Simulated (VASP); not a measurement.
# LuF4 (Pm-3m) in VASP: notebook

Runs on LuF4. Level: PBE. Tasks: single point, relaxation of cell and atoms.

All numbers are computed with VASP 6.6.1; they aren't measurements. Logs are shortened: lines on timing, memory, paths and dates and some standing lists are left out, and cuts for length are marked.

## Step 1: The cell of the first run

It takes space group Pm-3m (No. 221, cubic). Conventional cell: a = 3.986 Å, b = 3.986 Å, c = 3.986 Å, α = 90.00°, β = 90.00°, γ = 90.00°. Within 3.7 Å of Lu (site symmetry m-3m) lie 20 F at 2.82 to 3.45 Å. Within 2.6 Å of F (site symmetry m-3m) lie 6 F at 1.99 Å. Within 2.6 Å of F (site symmetry 4/mmm) lie 2 F at 1.99 Å.

The cell was built from a structure type or drawn by symmetry, and may not be a known phase.

## Step 2: Single point, PBE

INCAR reads:

```
SYSTEM = LuF4
PREC     = Accurate       ! precision mode
ENCUT    = 520            ! plane-wave cutoff, eV
EDIFF    = 1E-6           ! SCF threshold, eV
ISMEAR   = 0              ! smearing method
SIGMA    = 0.1            ! smearing width, eV
LREAL    = .FALSE.        ! projectors in reciprocal space
LASPH    = .TRUE.         ! aspherical terms in the spheres
NELM     = 100            ! most SCF steps
ALGO     = Normal         ! electronic algorithm
ISIF     = 2              ! what is computed and relaxed
LWAVE    = .FALSE.        ! write WAVECAR
LCHARG   = .FALSE.        ! write CHGCAR
GGA      = PE             ! functional
NBANDS   = 34             ! bands
```

KPOINTS reads:

```
regular mesh
0
G
  4 4 4
  0 0 0
```

POSCAR reads:

```
LuF4
1.0
    3.9862874444      0.0000000000      0.0000000000
    0.0000000000      3.9862874444      0.0000000000
    0.0000000000      0.0000000000      3.9862874444
Lu F
1 4
Direct
    0.0000000000      0.0000000000      0.0000000000
    0.5000000000      0.5000000000      0.5000000000
    0.0000000000      0.5000000000      0.5000000000
    0.5000000000      0.0000000000      0.5000000000
    0.5000000000      0.5000000000      0.0000000000
```

Potentials or basis: VASP PAW PBE potentials, release 64 (Lu, F).

Launch:

```bash
cat potpaw_PBE.64/Lu/POTCAR potpaw_PBE.64/F/POTCAR > POTCAR
mpirun -np 1 vasp_std > vasp.out
```

OUTCAR:

```text
SYSTEM = LuF4
   PREC = Accurate
   ENCUT = 520
   EDIFF = 1E-6
   ISMEAR = 0
   LREAL = .FALSE.
   LASPH = .TRUE.
   NELM = 100
   ISIF = 2
   GGA = PE

 ion  position               nearest neighbor table
   1  0.000  0.000  0.000-   3 2.82   4 2.82   5 2.82   3 2.82   4 2.82   3 2.82   5 2.82   3 2.82
                             4 2.82   5 2.82   4 2.82   5 2.82
   2  0.500  0.500  0.500-
   3  0.000  0.500  0.500-   1 2.82   1 2.82   1 2.82   1 2.82
   4  0.500  0.000  0.500-   1 2.82   1 2.82   1 2.82   1 2.82
   5  0.500  0.500  0.000-   1 2.82   1 2.82   1 2.82   1 2.82

  LATTYP: Found a simple cubic cell.
 ALAT       =     3.9862874444

  Lattice vectors:

 A1 = (   3.9862874444,   0.0000000000,   0.0000000000)
 A2 = (   0.0000000000,   3.9862874444,   0.0000000000)
 A3 = (   0.0000000000,   0.0000000000,   3.9862874444)

Analysis of symmetry for initial positions (statically):
=====================================================================
 Subroutine PRICEL returns:
 Original cell was already a primitive cell.

 Routine SETGRP: Setting up the symmetry group for a
 simple cubic supercell.

 Subroutine GETGRP returns: Found 48 space group operations
 (whereof 48 operations were pure point group operations)
 out of a pool of 48 trial point group operations.

The static configuration has the point symmetry O_h .

Analysis of symmetry for dynamics (positions and initial velocities):
=====================================================================
 Subroutine PRICEL returns:
 Original cell was already a primitive cell.

 Routine SETGRP: Setting up the symmetry group for a
 simple cubic supercell.

 Subroutine GETGRP returns: Found 48 space group operations
 (whereof 48 operations were pure point group operations)
 out of a pool of 48 trial point group operations.

The dynamic configuration has the point symmetry O_h .

 Subroutine INISYM returns: Found 48 space group operations
 (whereof 48 operations are pure point group operations),
 and found     1 'primitive' translations

----------------------------------------------------------------------------------------

                                     Primitive cell

  volume of cell :      63.3441

  direct lattice vectors                    reciprocal lattice vectors
     3.986287444  0.000000000  0.000000000     0.250859983  0.000000000  0.000000000
     0.000000000  3.986287444  0.000000000     0.000000000  0.250859983  0.000000000
     0.000000000  0.000000000  3.986287444     0.000000000  0.000000000  0.250859983

  length of vectors
     3.986287444  3.986287444  3.986287444     0.250859983  0.250859983  0.250859983

  position of ions in fractional coordinates (direct lattice)
     0.000000000  0.000000000  0.000000000
     0.500000000  0.500000000  0.500000000
     0.000000000  0.500000000  0.500000000
     0.500000000  0.000000000  0.500000000
     0.500000000  0.500000000  0.000000000

  ion indices of the primitive-cell ions
   primitive index   ion index
                 1           1
                 2           2
                 3           3
                 4           4
                 5           5

----------------------------------------------------------------------------------------

 KPOINTS: regular mesh

Automatic generation of k-mesh.
 Grid dimensions read from file:
 generate k-points for:    4    4    4

 Generating k-lattice:

  Cartesian coordinates                     Fractional coordinates (reciprocal lattice)
     0.062714996  0.000000000  0.000000000     0.250000000  0.000000000  0.000000000
     0.000000000  0.062714996  0.000000000     0.000000000  0.250000000  0.000000000
     0.000000000  0.000000000  0.062714996     0.000000000  0.000000000  0.250000000

  Length of vectors
     0.062714996  0.062714996  0.062714996

  Shift w.r.t. Gamma in fractional coordinates (k-lattice)
     0.000000000  0.000000000  0.000000000

 Subroutine IBZKPT returns following result:
 ===========================================

 Found     10 irreducible k-points:

 Following reciprocal coordinates:
            Coordinates               Weight
  0.000000  0.000000  0.000000      1.000000
  0.250000  0.000000  0.000000      6.000000
  0.500000  0.000000  0.000000      3.000000
  0.250000  0.250000  0.000000     12.000000
  0.500000  0.250000  0.000000     12.000000
  0.500000  0.500000  0.000000      3.000000
  0.250000  0.250000  0.250000      8.000000
  0.500000  0.250000  0.250000     12.000000
  0.500000  0.500000  0.250000      6.000000
  0.500000  0.500000  0.500000      1.000000
   k-points           NKPTS =     10   k-points in BZ     NKDIM =     10   number of bands    NBANDS=     34
   number of dos      NEDOS =    301   number of ions     NIONS =      5
   total plane-waves  NPLWV =  27000
   dimension x,y,z NGX =    30 NGY =   30 NGZ =   30
   dimension x,y,z NGXF=    60 NGYF=   60 NGZF=   60
   ions per type =               1   4
   NGX,Y,Z   is equivalent  to a cutoff of  12.51, 12.51, 12.51 a.u.
   NGXF,Y,Z  is equivalent  to a cutoff of  25.02, 25.02, 25.02 a.u.
 SYSTEM =  LuF4
   PREC   = accura    normal or accurate (medium, high low for compatibility)
   ISTART =      0    job   : 0-new  1-cont  2-samecut
   ICHARG =      2    charge: 1-file 2-atom 10-const
   ISPIN  =      1    spin polarized calculation?
   LNONCOLLINEAR =      F non collinear calculations
   LSORBIT =      F    spin-orbit coupling
   LASPH  =      T    aspherical Exc in radial PAW
   ENCUT  =  520.0 eV  38.22 Ry    6.18 a.u.   7.41  7.41  7.41*2*pi/ulx,y,z
   NELM   =    100;   NELMIN=  2; NELMDL= -5     # of ELM steps
   EDIFF  = 0.1E-05   stopping-criterion for ELM
   LREAL  =      F    real-space projection
   EDIFFG = 0.1E-04   stopping-criterion for IOM
   NSW    =      0    number of steps for IOM
   IBRION =     -1    ionic relax: 0-MD 1-quasi-New 2-CG
   NFREE  =      0    steps in history (QN), initial steepest desc. (CG)
   ISIF   =      2    stress and relaxation
   ISYM   =      2    0-nonsym 1-usesym 2-fastsym
   POTIM  = 0.5000    time-step for ionic-motion
   TEBEG  =    0.0;   TEEND  =   0.0 temperature during run
   PSTRESS=    0.0 pullay stress
   NELECT =      53.0000    total number of electrons
   NUPDOWN=      -1.0000    fix difference up-down
   EMIN   =  10.00;   EMAX   =-10.00  energy-range for DOS
   EFERMI =   0.00;   METHOD = LEGACY
   ISMEAR =     0;   SIGMA  =   0.10  broadening in eV -4-tet -1-fermi 0-gaus
   EFERMI_NEDOS =   21; number of points for ismear=-14 and -15
   IALGO  =     38    algorithm
   IMIX   =      4    mixing-type and parameters
     AMIX     =   0.40;   BMIX     =  1.00
     AMIX_MAG =   1.60;   BMIX_MAG =  1.00
  volume/ion in A,a.u.               =      12.67        85.49
  Fermi-wavevector in a.u.,A,eV,Ry     =   1.542641  2.915169 32.378341  2.379741
  Thomas-Fermi vector in A             =   2.648417
   LORBIT       =      0    0 simple, 1 ext, 2 COOP (PROOUT), +10 PAW based schemes
   GGA     = PE    functional components
   LHFCALC =     F    Hartree Fock is set to
   AEXX    =    0.0000 exact exchange contribution
   IVDW    =     0    specifies the selected vdW correction
   LEPSILON=     F    determine dielectric tensor
   LRPA    =     F    only Hartree local field effects (RPA)
 non-spin polarized calculation
 Gauss-broadening in eV      SIGMA  =   0.10
  energy-cutoff  :      520.00
  volume of cell :       63.34
 maximum number of plane-waves:      1743
 NGX is ok and might be reduce to    30
   NGX = 15   NGY = 15   NGZ = 15

 number of electron      52.9999944 magnetization

 Free energy of the ion-electron system (eV)
  ---------------------------------------------------
  ext. energy  EPLUGINS =         0.00000000
  ---------------------------------------------------
  free energy    TOTEN  =       -19.65993488 eV

  energy without entropy =      -19.62326975  energy(sigma->0) =      -19.64160231

 E-fermi :   3.0596     XC(G=0): -10.5805

 val. band max:        3.0094698641   @ k =   0.0000   0.0000   0.0000
 cond. band min:       3.0818630405   @ k =   0.5000   0.5000   0.0000
 fundamental gap:      0.0723931763
 Fermi energy:         3.0595858623

 k-point     1 :       0.0000    0.0000    0.0000
  band No.  band energies     occupation
      1     -56.6532      2.00000
      2     -27.1180      2.00000
      3     -27.1180      2.00000
      4     -27.1180      2.00000
      5     -21.7247      2.00000
      6     -20.1767      2.00000
[... 26 lines left out ...]
     33       4.8956      0.00000
     34      14.5309      0.00000

 k-point     2 :       0.2500    0.0000    0.0000
  band No.  band energies     occupation
      1     -56.6527      2.00000
      2     -27.1521      2.00000
      3     -27.1157      2.00000
      4     -27.1157      2.00000
      5     -21.5405      2.00000
      6     -20.2809      2.00000
[... 26 lines left out ...]
     33       5.3104      0.00000
     34      11.5441      0.00000

 k-point     3 :       0.5000    0.0000    0.0000
  band No.  band energies     occupation
      1     -56.6522      2.00000
      2     -27.1856      2.00000
      3     -27.1133      2.00000
      4     -27.1133      2.00000
      5     -21.2872      2.00000
      6     -20.4611      2.00000
[... 26 lines left out ...]
     33       6.7163      0.00000
     34       7.6023      0.00000
[... 186 lines left out ...]
 k-point     9 :       0.5000    0.5000    0.2500
  band No.  band energies     occupation
      1     -56.6508      2.00000
      2     -27.1624      2.00000
      3     -27.1624      2.00000
      4     -27.1322      2.00000
      5     -20.6956      2.00000
      6     -20.4218      2.00000
[... 26 lines left out ...]
     33       6.4473      0.00000
     34      10.0679      0.00000

 k-point    10 :       0.5000    0.5000    0.5000
  band No.  band energies     occupation
      1     -56.6503      2.00000
      2     -27.1554      2.00000
      3     -27.1554      2.00000
      4     -27.1554      2.00000
      5     -20.4361      2.00000
      6     -20.4361      2.00000
[... 26 lines left out ...]
     33       6.0719      0.00000
     34      10.7804      0.00000

------------------------ aborting loop because EDIFF is reached ----------------------------------------

  FORCE on cell =-STRESS in cart. coord.  units (eV):
  Direction    XX          YY          ZZ          XY          YZ          ZX
  --------------------------------------------------------------------------------------
  -------------------------------------------------------------------------------------
  Total       -0.1227182     -0.1227182     -0.1227182      0.0000000      0.0000000      0.0000000
  in kB       -3.1039427     -3.1039427     -3.1039427      0.0000000      0.0000000      0.0000000
  external PRESSURE =      -3.1039427 kB  Pullay stress =       0.0000000 kB

 VOLUME and BASIS-vectors are now :
 -----------------------------------------------------------------------------
  energy-cutoff  :      520.00
  volume of cell :       63.34
      direct lattice vectors                 reciprocal lattice vectors
     3.986287444  0.000000000  0.000000000     0.250859983  0.000000000  0.000000000
     0.000000000  3.986287444  0.000000000     0.000000000  0.250859983  0.000000000
     0.000000000  0.000000000  3.986287444     0.000000000  0.000000000  0.250859983

 POSITION                                       TOTAL-FORCE (eV/Angst)
 -----------------------------------------------------------------------------------
      0.00000      0.00000      0.00000         0.000000      0.000000      0.000000
      1.99314      1.99314      1.99314         0.000000      0.000000      0.000000
      0.00000      1.99314      1.99314         0.000000      0.000000      0.000000
      1.99314      0.00000      1.99314         0.000000      0.000000      0.000000
      1.99314      1.99314      0.00000         0.000000      0.000000      0.000000
 -----------------------------------------------------------------------------------
    total drift:                                0.000000      0.000000     -0.000000

  FREE ENERGIE OF THE ION-ELECTRON SYSTEM (eV)
  ---------------------------------------------------
  free  energy   TOTEN  =       -19.6599348812 eV

  energy  without entropy=      -19.6232697452  energy(sigma->0) =      -19.64160231
```

Run time: 28 s. Hardware: 1 thread of Intel Xeon Platinum 8259CL at 2.50GHz (Skylake/Cascade Lake), shared host; peak memory 0.18 GiB.

What came out:

```
Free energy            : -19.6599 eV
Pressure               : -0.3 GPa
Band gap on the k mesh : zero (an odd number of electrons rules out a gap without spin polarisation)
```

Levels at points of the mesh, in eV from the Fermi level:
| k point | band 23 | band 24 | band 25 | band 26 | band 27 | band 28 | band 29 | band 30 |
| --- | --- | --- | --- | --- | --- | --- | --- | --- |
| (0.00, 0.00, 0.00) | -4.57 | -4.57 | -0.79 | -0.05 | -0.05 | 0.07 | 0.07 | 0.07 |
| (0.50, 0.00, 0.00) | -4.89 | -4.06 | -2.36 | 0.04 | 0.04 | 0.84 | 1.14 | 1.95 |
| (0.50, 0.50, 0.00) | -4.35 | -3.80 | -2.55 | -2.55 | 0.02 | 1.54 | 1.64 | 2.62 |
| (0.50, 0.50, 0.50) | -3.79 | -3.79 | -2.89 | -2.89 | -2.89 | 1.38 | 1.38 | 1.38 |

Caveat: the k points lie up to 0.39 Å⁻¹ apart, too coarse for converged energies and pressures of a metal; spin-orbit coupling is left out, which moves the levels of the heavy elements; an odd number of electrons without spin polarisation forces a metal; a magnetic or distorted state may lie lower.

## Step 3: Relaxation of cell and atoms, PBE

This run uses another cell than the first one, of 15.13 Å³/atom.

INCAR reads:

```
SYSTEM = LuF4
PREC = Accurate
ENCUT = 600
EDIFF = 1E-6
ISMEAR = 0
SIGMA = 0.1
LREAL = .FALSE.
LASPH = .TRUE.
NELM = 80
ALGO = Normal
ISIF = 3
LWAVE = .FALSE.
LCHARG = .FALSE.
GGA = PE
IBRION = 2
NSW = 90
EDIFFG = -0.04
```

KPOINTS reads:

```
Automatic mesh
0
G
  4 4 4
  0 0 0
```

Edit POSCAR of step 2 so:

```diff
@@ -2,5 +2,5 @@
 1.0
-    3.9862874444      0.0000000000      0.0000000000
-    0.0000000000      3.9862874444      0.0000000000
-    0.0000000000      0.0000000000      3.9862874444
+    4.2291049900      0.0000000000      0.0000000000
+    0.0000000000      4.2291049900      0.0000000000
+    0.0000000000      0.0000000000      4.2291049900
 Lu F
```

Potentials or basis: VASP PAW PBE potentials, release 64 (Lu, F).

Launch:

```bash
cat potpaw_PBE.64/Lu/POTCAR potpaw_PBE.64/F/POTCAR > POTCAR
mpirun -np 1 vasp_std > vasp.out
```

Run time: 2 min. Hardware: 1 thread of Intel Xeon Platinum 8259CL at 2.50GHz (Skylake/Cascade Lake), shared host; peak memory 0.23 GiB.

It converged, with:

* Free energy: -19.7084 eV
* Relaxed volume: 12.61 Å³/atom
* Relaxed cell: a = 3.980 Å, b = 3.980 Å, c = 3.980 Å, α = 90.00°, β = 90.00°, γ = 90.00°
* Space group after relaxing (to 0.1 Å): Pm-3m (No. 221)
* Energy gained by relaxing: 103.7 meV/atom
* Ionic steps: 3
* Pressure after relaxing: -0.2 GPa
* Band gap on the k mesh: zero (an odd number of electrons rules out a gap without spin polarisation)

Step by step:
| step | energy change (eV) | largest force (eV/Å) | pressure (GPa) | volume (Å³) |
| --- | --- | --- | --- | --- |
| 1 | 0.0000 | 0.0000 | -11.13 | 75.64 |
| 2 | -0.5054 | 0.0000 | -2.34 | 64.71 |
| 3 | -0.5183 | 0.0000 | -0.20 | 63.05 |

Final structure:
```
CELL_PARAMETERS angstrom
3.98014 0.00000 0.00000
0.00000 3.98014 0.00000
0.00000 0.00000 3.98014
ATOMIC_POSITIONS crystal
Lu 0.00000 0.00000 0.00000
F 0.50000 0.50000 0.50000
F 0.00000 0.50000 0.50000
F 0.50000 0.00000 0.50000
F 0.50000 0.50000 0.00000
```

Levels at points of the mesh, in eV from the Fermi level:
```tsv
k point	band 22	band 23	band 24	band 25	band 26	band 27	band 28	band 29	band 30	band 31
(0.00, 0.00, 0.00)	-4.60	-4.60	-4.60	-0.78	-0.05	-0.05	0.07	0.07	0.07	1.84
(0.50, 0.00, 0.00)	-4.92	-4.92	-4.08	-2.38	0.04	0.04	0.85	1.15	1.96	2.68
(0.50, 0.50, 0.00)	-4.38	-4.37	-3.82	-2.56	-2.56	0.02	1.55	1.65	2.64	2.64
(0.50, 0.50, 0.50)	-4.28	-3.81	-3.81	-2.91	-2.91	-2.91	1.39	1.39	1.39	2.60
```

Caveat: the k points lie up to 0.39 Å⁻¹ apart in the final cell, too coarse for converged energies and pressures of a metal; the volume moved by over 15 % at a fixed basis, so the end points are rough; spin-orbit coupling is left out, which moves the levels of the heavy elements; an odd number of electrons without spin polarisation forces a metal; a magnetic or distorted state may lie lower.
